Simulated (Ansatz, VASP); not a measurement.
## One calculation of YHf2O2, two programs

```
Y Hf O
1.0
     3.26154    0.00000    0.00000
    -1.63077    2.82458    0.00000
     0.00000    0.00000    8.14687
Y Hf O
1 2 2
Direct
  0.00000 0.00000 0.00000
  0.66667 0.33333 0.65311
  0.33333 0.66667 0.34689
  0.66667 0.33333 0.16975
  0.33333 0.66667 0.83025
```

Change from the starting cell: species swapped into the EuMg2Bi2 type (P-3m1, No. 164).

Alike in both runs: functional PBE; k mesh 12 × 12 × 6; occupations gaussian, width 0.1 eV; no spin polarisation.

Ansatz relaxed the structure, and its values are those at the end. VASP's run is a single point on that final structure, the one shown.

|  | VASP | Ansatz |
| --- | --- | --- |
| version | VASP 6.6.1 | Ansatz 0.2.0 |
| potentials or method | VASP PAW PBE potentials, release 64 (Y_sv, Hf_pv, O), cutoff 520 eV | scalar-relativistic, plane waves, PAW |
| valence electrons in the cell | 43 | 75 |

VASP gave:

```
gap on the k mesh at the Fermi level (eV) : none
pressure (GPa)                            : -0.9
rms of the force components (eV/Å)        : 0.041
```

Problem. Which values does Ansatz return?

Solution. gap on the k mesh at the Fermi level (eV): none; pressure (GPa): 0.0; rms of the force components (eV/Å): 0.000.

A gap of «none» marks a metal or a gap that the smearing closes. With one functional, cell and mesh, what is left measures potentials, basis and numerics. VASP's potentials hold 43 valence electrons a cell and Ansatz's 75, so a difference there can come from the potentials and not from the codes.

Neither program's run includes spin-orbit coupling.
